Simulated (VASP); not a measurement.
Os, 1 atom in the cell. It takes space group Fm-3m (No. 225, cubic). Conventional cell: a = 3.756 Å, b = 3.756 Å, c = 3.756 Å, α = 90.00°, β = 90.00°, γ = 90.00°. Os (site symmetry m-3m) has 12 Os at 2.66 Å within 3.5 Å. 

| Item | Value |
| --- | --- |
| Program | VASP 6.6.1 |
| Task | single point |
| Functional | PBEsol |
| Potentials or basis | VASP PAW PBE potentials, release 64 (Os) |
| Cutoff | 520 eV |
| k mesh | 10 × 10 × 10 |
| Occupations | methfessel-paxton, width 0.1 eV |
| Spin | no spin polarisation |
| Dipole correction | no |
| Further INCAR settings | ALGO = Normal; EDIFF = 1e-06; NBANDS = 10 |

Potentials or basis: VASP PAW PBE potentials, release 64 (Os).

Command:

```sh
$ cat potpaw_PBE.64/Os/POTCAR > POTCAR
$ mpirun -np 1 vasp_std > vasp.out
```

Hardware: 1 thread of AMD EPYC 9R45 96-Core Processor (Zen 5), with other jobs on the host.

**Question.** Estimate the wall time of this run.

**Answer.** Wall time 4.8 s on 1 thread of AMD EPYC 9R45 96-Core Processor (Zen 5) (shared host), peak memory 0.1 GiB. Counts: scf iterations 12, k points 47.
